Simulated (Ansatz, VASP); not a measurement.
Rb: VASP beside Ansatz

```
Rb
1.0
     0.00000    3.57301    3.57301
     3.57301    0.00000    3.57301
     3.57301    3.57301    0.00000
Rb
1
Direct
  0.00000 0.00000 0.00000
```

Alike in both runs: functional PBE; k mesh 10 × 10 × 10; occupations fermi-dirac, width 0.05 eV; no spin polarisation.

Ansatz relaxed the structure, and its values are those at the end. VASP's run is a single point on that final structure, the one shown.

|  | VASP | Ansatz |
| --- | --- | --- |
| version | VASP 6.6.1 | Ansatz 0.2.0 |
| potentials or method | VASP PAW PBE potentials, release 64 (Rb_sv) | PAW with Ansatz's default frozen-core files, scalar-relativistic |
| plane-wave cutoff (eV) | 520 | 420 |
| valence electrons in the cell | 9 | 9 |

```csv
,VASP,Ansatz,Ansatz less VASP
pressure (GPa),0.0,0.0,0.00
```
